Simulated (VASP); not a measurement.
A run of VASP 6.6.1 is set up as follows.

The input INCAR:

```
SYSTEM = K
PREC = Accurate
ENCUT = 520
EDIFF = 1E-7
ISMEAR = 0
SIGMA = 0.1
LREAL = .FALSE.
LASPH = .TRUE.
NELM = 100
ALGO = Fast
ISIF = 2
LWAVE = .FALSE.
LCHARG = .TRUE.
GGA = PE
LELF = .TRUE.
LVHAR = .TRUE.
NBANDS = 20
```

KPOINTS

```
Automatic mesh
0
G
  6 6 4
  0 0 0
```

POSCAR

```
K
1.0
    7.5594341213      0.0000000000      0.0000000000
   -3.7797170606      6.5466619872      0.0000000000
    0.0000000000      0.0000000000      4.4447573143
K
3
Direct
    0.0000000000      0.0000000000      0.8016065618
    0.3333333333      0.6666666667      0.2996681941
    0.6666666667      0.3333333333      0.2996681941
```

Potentials or basis: VASP PAW PBE potentials, release 64 (K_sv).

Command:

```bash
$ cat potpaw_PBE.64/K_sv/POTCAR > POTCAR
$ mpirun -np 1 vasp_std > vasp.out
```

**Question.** Predict the pressure.

**Answer.** 0.0 GPa.

**Question.** Predict the band gap on the k mesh.

**Answer.** Zero (an odd number of electrons rules out a gap without spin polarisation).

Stress tensor (GPa, compression positive):
```
 0.08  0.00  0.00
 0.00  0.08  0.00
 0.00  0.00 -0.03
```
